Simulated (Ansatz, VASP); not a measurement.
**Al in VASP and in Ansatz**

```xyz
2
Lattice="2.9694 0.0000 0.0000 -1.4847 2.5716 0.0000 0.0000 0.0000 4.3414" Properties=species:S:1:pos:R:3 pbc="T T T"
Al    1.4847    0.8572    3.2561
Al    0.0000    1.7144    1.0854
```

Alike in both runs: task single point; functional PBEsol; k mesh 18 × 18 × 10; occupations gaussian, width 0.15 eV; no spin polarisation.

|  | VASP | Ansatz |
| --- | --- | --- |
| version | VASP 6.6.1 | Ansatz 0.2.0 |
| potentials or method | VASP PAW PBE potentials, release 64 (Al), cutoff 520 eV | scalar-relativistic, plane waves, PAW |
| valence electrons in the cell | 6 | 6 |

Ansatz gave:

```
gap on the k mesh at the Fermi level (eV)                     : none
pressure (GPa)                                                : -0.1
traceless stress, the component that is largest in VASP (GPa) : 4.83
```

Q: What did VASP give for the same quantities?

A: gap on the k mesh at the Fermi level (eV): none; pressure (GPa): 0.0; traceless stress, the component that is largest in VASP (GPa): 4.87.

VASP's potentials were made for PBE, not for PBEsol, and Ansatz warns of the same on its side. A gap of «none» marks a metal or a gap that the smearing closes. The functional is the same, so the differences come from potentials, cutoffs and numerics.
